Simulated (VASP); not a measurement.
# GaP (F-43m) in VASP: a series of runs

Runs on GaP. Level: PBE. Tasks: single point.

Everything below comes from runs of VASP 6.6.1. Logs are shortened: lines on timing, memory, paths and dates and some standing lists are left out, and cuts for length are marked.

## (1) The cell of the first run

It takes space group F-43m (No. 216, cubic). The conventional cell has a = 5.354 Å, b = 5.354 Å, c = 5.354 Å, α = 90.00°, β = 90.00°, γ = 90.00°. Within 3.1 Å of Ga (site symmetry -43m) lie 4 P at 2.32 Å. Within 3.1 Å of P (site symmetry -43m) lie 4 Ga at 2.32 Å.

## (2) Single point, PBE (volume 19.186 Å^3 an atom, c/a of the conventional cell 1.0000)

Input file INCAR:

```
PREC     = Accurate       # precision mode
ENCUT    = 520            # plane-wave cutoff, eV
EDIFF    = 1E-7           # SCF threshold, eV
ISMEAR   = 0              # smearing method
SIGMA    = 0.05           # smearing width, eV
LREAL    = False          # projectors in reciprocal space
LASPH    = True           # aspherical terms in the spheres
NELM     = 100            # most SCF steps
ALGO     = Normal         # electronic algorithm
ISIF     = 2              # what is computed and relaxed
LWAVE    = False          # write WAVECAR
LCHARG   = True           # write CHGCAR
GGA      = PE             # functional
LELF     = True           # ELF
LVHAR    = True         
NBANDS   = 16             # bands
```

Input file KPOINTS:

```
regular mesh
0
Gamma
  10 10 10
```

Input file POSCAR:

```
GaP
1.0
    0.0000000000      2.6770808045      2.6770808045
    2.6770808045      0.0000000000      2.6770808045
    2.6770808045      2.6770808045      0.0000000000
Ga P
1 1
Direct
    0.0000000000      0.0000000000      0.0000000000
    0.7500000000      0.7500000000      0.7500000000
```

Potentials or basis: VASP PAW PBE potentials, release 64 (Ga_d, P).

Started as:

```console
$ cat potpaw_PBE.64/Ga_d/POTCAR potpaw_PBE.64/P/POTCAR > POTCAR
$ mpirun -np 1 vasp_std > vasp.out
```

OUTCAR:

```text
PREC = Accurate
   ENCUT = 520
   EDIFF = 1E-7
   ISMEAR = 0
   LREAL = False
   LASPH = True
   NELM = 100
   ISIF = 2
   GGA = PE

 ion  position               nearest neighbor table
   1  0.000  0.000  0.000-   2 2.32   2 2.32   2 2.32   2 2.32
   2  0.750  0.750  0.750-   1 2.32   1 2.32   1 2.32   1 2.32

  LATTYP: Found a face centered cubic cell.
 ALAT       =     5.3541616090

  Lattice vectors:

 A1 = (   0.0000000000,   2.6770808045,   2.6770808045)
 A2 = (   2.6770808045,   0.0000000000,   2.6770808045)
 A3 = (   2.6770808045,   2.6770808045,   0.0000000000)

Analysis of symmetry for initial positions (statically):
=====================================================================
 Subroutine PRICEL returns:
 Original cell was already a primitive cell.

 Routine SETGRP: Setting up the symmetry group for a
 face centered cubic supercell.

 Subroutine GETGRP returns: Found 24 space group operations
 (whereof 24 operations were pure point group operations)
 out of a pool of 48 trial point group operations.

The static configuration has the point symmetry T_d .

Analysis of symmetry for dynamics (positions and initial velocities):
=====================================================================
 Subroutine PRICEL returns:
 Original cell was already a primitive cell.

 Routine SETGRP: Setting up the symmetry group for a
 face centered cubic supercell.

 Subroutine GETGRP returns: Found 24 space group operations
 (whereof 24 operations were pure point group operations)
 out of a pool of 48 trial point group operations.

The dynamic configuration has the point symmetry T_d .

 Subroutine INISYM returns: Found 24 space group operations
 (whereof 24 operations are pure point group operations),
 and found     1 'primitive' translations

----------------------------------------------------------------------------------------

                                     Primitive cell

  volume of cell :      38.3720

  direct lattice vectors                    reciprocal lattice vectors
     0.000000000  2.677080805  2.677080805    -0.186770604  0.186770604  0.186770604
     2.677080805  0.000000000  2.677080805     0.186770604 -0.186770604  0.186770604
     2.677080805  2.677080805  0.000000000     0.186770604  0.186770604 -0.186770604

  length of vectors
     3.785963981  3.785963981  3.785963981     0.323496176  0.323496176  0.323496176

  position of ions in fractional coordinates (direct lattice)
     0.000000000  0.000000000  0.000000000
     0.750000000  0.750000000  0.750000000

  ion indices of the primitive-cell ions
   primitive index   ion index
                 1           1
                 2           2

----------------------------------------------------------------------------------------

 KPOINTS: regular mesh

Automatic generation of k-mesh.
 Grid dimensions read from file:
 generate k-points for:   10   10   10

 Generating k-lattice:

  Cartesian coordinates                     Fractional coordinates (reciprocal lattice)
    -0.018677060  0.018677060  0.018677060     0.100000000  0.000000000  0.000000000
     0.018677060 -0.018677060  0.018677060     0.000000000  0.100000000  0.000000000
     0.018677060  0.018677060 -0.018677060     0.000000000  0.000000000  0.100000000

  Length of vectors
     0.032349618  0.032349618  0.032349618

  Shift w.r.t. Gamma in fractional coordinates (k-lattice)
     0.000000000  0.000000000  0.000000000

 Subroutine IBZKPT returns following result:
 ===========================================

 Found     47 irreducible k-points:

 Following reciprocal coordinates:
            Coordinates               Weight
  0.000000  0.000000  0.000000      1.000000
  0.100000  0.000000  0.000000      8.000000
  0.200000  0.000000  0.000000      8.000000
  0.300000  0.000000  0.000000      8.000000
  0.400000  0.000000  0.000000      8.000000
  0.500000  0.000000  0.000000      4.000000
[... 16 lines left out ...]
  0.300000  0.300000  0.000000      6.000000
  0.400000  0.300000  0.000000     24.000000
 [... further k-points ...]
   k-points           NKPTS =     47   k-points in BZ     NKDIM =     47   number of bands    NBANDS=     16
   number of dos      NEDOS =    301   number of ions     NIONS =      2
   total plane-waves  NPLWV =  21952
   dimension x,y,z NGX =    28 NGY =   28 NGZ =   28
   dimension x,y,z NGXF=    56 NGYF=   56 NGZF=   56
   ions per type =               1   1
   NGX,Y,Z   is equivalent  to a cutoff of  12.30, 12.30, 12.30 a.u.
   NGXF,Y,Z  is equivalent  to a cutoff of  24.59, 24.59, 24.59 a.u.
 SYSTEM =  unknown system
   PREC   = accura    normal or accurate (medium, high low for compatibility)
   ISTART =      0    job   : 0-new  1-cont  2-samecut
   ICHARG =      2    charge: 1-file 2-atom 10-const
   ISPIN  =      1    spin polarized calculation?
   LNONCOLLINEAR =      F non collinear calculations
   LSORBIT =      F    spin-orbit coupling
   LASPH  =      T    aspherical Exc in radial PAW
   ENCUT  =  520.0 eV  38.22 Ry    6.18 a.u.   7.04  7.04  7.04*2*pi/ulx,y,z
   NELM   =    100;   NELMIN=  2; NELMDL= -5     # of ELM steps
   EDIFF  = 0.1E-06   stopping-criterion for ELM
   LREAL  =      F    real-space projection
   EDIFFG = 0.1E-05   stopping-criterion for IOM
   NSW    =      0    number of steps for IOM
   IBRION =     -1    ionic relax: 0-MD 1-quasi-New 2-CG
   NFREE  =      0    steps in history (QN), initial steepest desc. (CG)
   ISIF   =      2    stress and relaxation
   ISYM   =      2    0-nonsym 1-usesym 2-fastsym
   POTIM  = 0.5000    time-step for ionic-motion
   TEBEG  =    0.0;   TEEND  =   0.0 temperature during run
   PSTRESS=    0.0 pullay stress
   NELECT =      18.0000    total number of electrons
   NUPDOWN=      -1.0000    fix difference up-down
   EMIN   =  10.00;   EMAX   =-10.00  energy-range for DOS
   EFERMI =   0.00;   METHOD = LEGACY
   ISMEAR =     0;   SIGMA  =   0.05  broadening in eV -4-tet -1-fermi 0-gaus
   EFERMI_NEDOS =   21; number of points for ismear=-14 and -15
   IALGO  =     38    algorithm
   IMIX   =      4    mixing-type and parameters
     AMIX     =   0.40;   BMIX     =  1.00
     AMIX_MAG =   1.60;   BMIX_MAG =  1.00
  volume/ion in A,a.u.               =      19.19       129.47
  Fermi-wavevector in a.u.,A,eV,Ry     =   1.272021  2.403771 22.014726  1.618037
  Thomas-Fermi vector in A             =   2.404922
   LORBIT       =      0    0 simple, 1 ext, 2 COOP (PROOUT), +10 PAW based schemes
   GGA     = PE    functional components
   LHFCALC =     F    Hartree Fock is set to
   AEXX    =    0.0000 exact exchange contribution
   IVDW    =     0    specifies the selected vdW correction
   LEPSILON=     F    determine dielectric tensor
   LRPA    =     F    only Hartree local field effects (RPA)
 non-spin polarized calculation
 Gauss-broadening in eV      SIGMA  =   0.05
  energy-cutoff  :      520.00
  volume of cell :       38.37
 maximum number of plane-waves:      1056
   NGX = 15   NGY = 15   NGZ = 15

 number of electron      17.9999985 magnetization

 Free energy of the ion-electron system (eV)
  ---------------------------------------------------
  ext. energy  EPLUGINS =         0.00000000
  ---------------------------------------------------
  free energy    TOTEN  =        -9.05243060 eV

  energy without entropy =       -9.05243060  energy(sigma->0) =       -9.05243060

 E-fermi :   5.4750     XC(G=0): -10.0793

 val. band max:        5.2141656802   @ k =   0.0000   0.0000   0.0000
 cond. band min:       6.7234891292   @ k =   0.4000   0.4000   0.0000
 fundamental gap:      1.5093234491
 Fermi energy:         5.4749519243

 k-point     1 :       0.0000    0.0000    0.0000
  band No.  band energies     occupation
      1      -9.4375      2.00000
      2      -9.4375      2.00000
      3      -9.4375      2.00000
      4      -9.3203      2.00000
      5      -9.3203      2.00000
      6      -7.6935      2.00000
[... 8 lines left out ...]
     15      15.0737      0.00000
     16      15.0737      0.00000

 k-point     2 :       0.1000    0.0000    0.0000
  band No.  band energies     occupation
      1      -9.4495      2.00000
      2      -9.4338      2.00000
      3      -9.4338      2.00000
      4      -9.3204      2.00000
      5      -9.3204      2.00000
      6      -7.5533      2.00000
[... 8 lines left out ...]
     15      14.5825      0.00000
     16      14.8972      0.00000

 k-point     3 :       0.2000    0.0000    0.0000
  band No.  band energies     occupation
      1      -9.4779      2.00000
      2      -9.4249      2.00000
      3      -9.4249      2.00000
      4      -9.3198      2.00000
      5      -9.3198      2.00000
      6      -7.1480      2.00000
[... 8 lines left out ...]
     15      14.1453      0.00000
     16      15.5065      0.00000

 k-point     4 :       0.3000    0.0000    0.0000
  band No.  band energies     occupation
      1      -9.5085      2.00000
      2      -9.4157      2.00000
      3      -9.4157      2.00000
      4      -9.3172      2.00000
      5      -9.3172      2.00000
      6      -6.5265      2.00000
[... 8 lines left out ...]
     15      14.5920      0.00000
     16      15.1060      0.00000

 k-point     5 :       0.4000    0.0000    0.0000
  band No.  band energies     occupation
      1      -9.5310      2.00000
      2      -9.4100      2.00000
      3      -9.4100      2.00000
      4      -9.3133      2.00000
      5      -9.3133      2.00000
      6      -5.8229      2.00000
[... 8 lines left out ...]
     15      15.8887      0.00000
     16      15.8887      0.00000

 k-point     6 :       0.5000    0.0000    0.0000
  band No.  band energies     occupation
      1      -9.5391      2.00000
      2      -9.4083      2.00000
      3      -9.4083      2.00000
      4      -9.3114      2.00000
      5      -9.3114      2.00000
      6      -5.4450      2.00000
[... 8 lines left out ...]
     15      17.0714      0.00000
     16      17.0714      0.00000
[... 267 lines left out ...]
 k-point    21 :      -0.3000    0.2000    0.0000
  band No.  band energies     occupation
      1      -9.5322      2.00000
      2      -9.4039      2.00000
      3      -9.3986      2.00000
      4      -9.3210      2.00000
      5      -9.3178      2.00000
      6      -5.6487      2.00000
[... 8 lines left out ...]
     15      16.4985      0.00000
     16      18.2809      0.00000

 k-point    22 :      -0.2000    0.2000    0.0000
  band No.  band energies     occupation
      1      -9.5148      2.00000
      2      -9.4095      2.00000
      3      -9.4087      2.00000
      4      -9.3246      2.00000
      5      -9.3155      2.00000
      6      -6.3162      2.00000
[... 8 lines left out ...]
     15      16.8291      0.00000
     16      17.6245      0.00000

 k-point    23 :       0.3000    0.3000    0.0000
  band No.  band energies     occupation
      1      -9.5396      2.00000
      2      -9.3876      2.00000
      3      -9.3876      2.00000
      4      -9.3478      2.00000
      5      -9.3032      2.00000
      6      -6.1306      2.00000
[... 8 lines left out ...]
     15      16.4401      0.00000
     16      19.4664      0.00000

 k-point    24 :       0.4000    0.3000    0.0000
  band No.  band energies     occupation
      1      -9.5536      2.00000
      2      -9.3808      2.00000
      3      -9.3781      2.00000
      4      -9.3510      2.00000
      5      -9.3006      2.00000
      6      -5.5684      2.00000
[... 8 lines left out ...]
     15      17.1346      0.00000
     16      19.3969      0.00000

 [... further k-points ...]
[... 5 lines left out ...]
  --------------------------------------------------------------------------------------
  -------------------------------------------------------------------------------------
  Total        1.8496727      1.8496727      1.8496727      0.0000000      0.0000000      0.0000000
  in kB       77.2308908     77.2308908     77.2308908      0.0000000      0.0000000      0.0000000
  external PRESSURE =      77.2308908 kB  Pullay stress =       0.0000000 kB

 VOLUME and BASIS-vectors are now :
 -----------------------------------------------------------------------------
  energy-cutoff  :      520.00
  volume of cell :       38.37
      direct lattice vectors                 reciprocal lattice vectors
     0.000000000  2.677080805  2.677080805    -0.186770604  0.186770604  0.186770604
     2.677080805  0.000000000  2.677080805     0.186770604 -0.186770604  0.186770604
     2.677080805  2.677080805  0.000000000     0.186770604  0.186770604 -0.186770604

 POSITION                                       TOTAL-FORCE (eV/Angst)
 -----------------------------------------------------------------------------------
      0.00000      0.00000      0.00000        -0.000000     -0.000000     -0.000000
      4.01562      4.01562      4.01562         0.000000      0.000000      0.000000
 -----------------------------------------------------------------------------------
    total drift:                               -0.000002     -0.000002     -0.000001

  FREE ENERGIE OF THE ION-ELECTRON SYSTEM (eV)
  ---------------------------------------------------
  free  energy   TOTEN  =        -9.0524305982 eV

  energy  without entropy=       -9.0524305982  energy(sigma->0) =       -9.05243060
```

Wall time 30 s (1 thread of AMD EPYC 9R45 (Zen 5), shared host); peak memory 0.14 GiB.

Results:

- Free energy: -9.0524 eV
- Pressure: 7.7 GPa
- Band gap on the k mesh: 1.51 eV, indirect (least direct gap 2.28 eV)

[end of part 1 of 2]
